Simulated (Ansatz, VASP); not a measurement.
**One calculation of Ag, two programs**

```
Ag
1.0
     2.75238    0.00000    0.00000
    -1.37619    2.38363    0.00000
     0.00000    0.00000    4.69071
Ag
2
Direct
  0.33333 0.66667 0.25000
  0.66667 0.33333 0.75000
```

Change from the starting cell: strain -0.0400 x Voigt [1, 1, 0, 0, 0, 0], atoms carried along.

Alike in both runs: task single point; functional PBEsol; k mesh 24 × 24 × 14; occupations gaussian, width 0.15 eV; no spin polarisation.

|  | VASP | Ansatz |
| --- | --- | --- |
| version | VASP 6.6.1 | Ansatz 0.2.0 |
| potentials or method | VASP PAW PBE potentials, release 64 (Ag), cutoff 520 eV | scalar-relativistic, plane waves, PAW |
| valence electrons in the cell | 22 | 38 |

VASP gave:

* gap on the k mesh at the Fermi level (eV): none
* pressure (GPa): 12.0
* traceless stress, the component that is largest in VASP (GPa): -4.43

**Question.** Which values does Ansatz return?

**Answer.** gap on the k mesh at the Fermi level (eV): none; pressure (GPa): 12.4; traceless stress, the component that is largest in VASP (GPa): -4.46.

VASP's potentials were made for PBE, not for PBEsol. A gap of «none» marks a metal or a gap that the smearing closes. VASP's potentials hold 22 valence electrons a cell and Ansatz's 38, so a difference there can come from the potentials and not from the codes.
